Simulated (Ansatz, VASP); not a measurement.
**SiC in VASP and in Ansatz**

File POSCAR:

```
SiC
1.0
    3.0754984732      0.0000000000      0.0000000000
   -1.5377492366      2.6634598071      0.0000000000
    0.0000000000      0.0000000000      5.0485506836
Si C
2 2
Direct
    0.3333333333      0.6666666667     -0.0003991723
    0.6666666667      0.3333333333      0.4996008277
    0.3333333333      0.6666666667      0.3753991723
    0.6666666667      0.3333333333      0.8753991723
```

Contents of INCAR.step1:

```
ALGO = Normal
EDIFF = 1E-4
ENCUT = 520
GGA = PE
ISMEAR = 0
LASPH = True
LCHARG = False
LREAL = False
LWAVE = True
NBANDS = 16
NELM = 80
PREC = Accurate
SIGMA = 0.01
```

The input INCAR.step2:

```
ALGO = Normal
EDIFF = 1E-7
ENCUT = 520
ISIF = 2
ISMEAR = 0
ISTART = 1
LASPH = True
LCHARG = False
LMIXTAU = True
LREAL = False
LWAVE = False
METAGGA = R2SCAN
NBANDS = 16
NELM = 80
PREC = Accurate
SIGMA = 0.01
```

The input KPOINTS:

```
k-points
0
Gamma
  9 9 6
```

Input for Ansatz:

```yaml
crystal:
  lattice:
    - [3.0754984732, 0.0, 0.0]
    - [-1.5377492366, 2.6634598071, 0.0]
    - [0.0, 0.0, 5.0485506836]
  atoms:
    - { symbol: Si, position: [0.3333333333, 0.6666666667, -0.0003991723] }
    - { symbol: Si, position: [0.6666666667, 0.3333333333, 0.4996008277] }
    - { symbol: C, position: [0.3333333333, 0.6666666667, 0.3753991723] }
    - { symbol: C, position: [0.6666666667, 0.3333333333, 0.8753991723] }
basis:
  ecutwfc: 500
  xc_grid: 2
kpoints:
  mp_grid: { grid: [9, 9, 6] }
hamiltonian:
  xc: r2scan
  pseudopotentials: { kind: paw, azcp: { folder: soft_1 } }
scf:
  occupations: { method: fixed }
output:
  forces: true
  stress: true
  eigenvalues: true
  polarization: {}
```

Change from the starting cell: polar distortion scaled by 1.00.

Alike in both runs: task single point; functional r2SCAN; k mesh 9 × 9 × 6; no spin polarisation.

|  | VASP | Ansatz |
| --- | --- | --- |
| version | VASP 6.6.1 | Ansatz 0.2.0 |
| potentials or method | VASP PAW PBE potentials, release 64 (Si, C), cutoff 520 eV | scalar-relativistic, plane waves, PAW |
| occupations | gaussian, width 0.01 eV | fixed |
| valence electrons in the cell | 16 | 16 |

```csv
,VASP,Ansatz,Ansatz less VASP
gap on the k mesh at the Fermi level (eV),2.66,2.65,-0.008
least direct gap on the mesh (eV),4.52,4.51,-0.006
pressure (GPa),-0.2,0.0,+0.23
```

VASP's potentials were made for PBE, not for r2SCAN.
